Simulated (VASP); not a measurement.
The system is NbW2S4.

```
CELL_PARAMETERS angstrom
0.00000 3.31156 0.00000
6.08791 0.00000 0.00000
-2.74081 1.65578 -5.96355
ATOMIC_POSITIONS crystal
S 0.36750 0.97260 0.26500
S 0.63250 0.02740 0.73500
S 0.89380 0.44930 0.21240
S 0.10620 0.55070 0.78760
Nb 0.00000 0.00000 0.00000
W 0.25610 0.69040 0.48780
W 0.74390 0.30960 0.51220
```

| Property | Result |
| --- | --- |
| Program | VASP 6.6.1 |
| Task | relaxation of cell and atoms |
| Functional | PBE |
| Potentials or basis | VASP PAW PBE potentials, release 64 (S, Nb_sv, W_sv) |
| Cutoff | 600 eV |
| k mesh | 6 × 3 × 6 |
| Occupations | fermi-dirac, width 0.1 eV |
| Spin | no spin polarisation |

At the start: pressure -4.2 GPa; volume 17.18 Å³/atom.

Q: How do energy, volume and symmetry change on relaxing?

A: Over 21 steps the energy falls by 62.1 meV/atom and the volume is 16.70 Å³/atom (-2.8 %); space group C2/m (No. 12, to 0.1 Å) before and after.

The path:
```
step  energy change (eV)  largest force (eV/Å)  pressure (GPa)  volume (Å³)
   1              0.0000                1.6612           -4.20       120.23
   2             -0.2176                1.0958            8.60       112.52
   3             -0.2642                1.0492            4.38       114.67
   4             -0.4017                0.4960           -1.00       117.35
   5             -0.4172                0.4558            0.11       116.71
   6             -0.4300                0.1631           -0.63       116.93
   7             -0.4302                0.1554           -0.57       116.91
   8             -0.4310                0.0559            0.91       116.08
   9             -0.4321                0.0772            0.28       116.43
  10             -0.4333                0.0709            0.14       116.62
  11             -0.4337                0.0655           -0.04       116.88
  12             -0.4343                0.0281           -0.06       117.00
  13             -0.4343                0.0303           -0.05       117.00
  14             -0.4344                0.0177           -0.02       116.94
  15             -0.4344                0.0121            0.04       116.87
  16             -0.4344                0.0119            0.06       116.88
  17             -0.4344                0.0137            0.04       116.91
  18             -0.4344                0.0125            0.03       116.90
  19             -0.4344                0.0119            0.02       116.89
  20             -0.4344                0.0117            0.03       116.89
  21             -0.4344                0.0053            0.00       116.91
```

Final structure:
```
S Nb W
1.0
     0.00000    3.15227    0.00000
     6.03089    0.00000   -0.02778
    -2.68805    1.57613   -6.13732
S Nb W
4 1 2
Direct
  0.35814 0.97145 0.28372
  0.64186 0.02855 0.71628
  0.89042 0.44964 0.21917
  0.10958 0.55036 0.78083
  0.00000 0.00000 0.00000
  0.25570 0.68866 0.48860
  0.74430 0.31134 0.51140
```
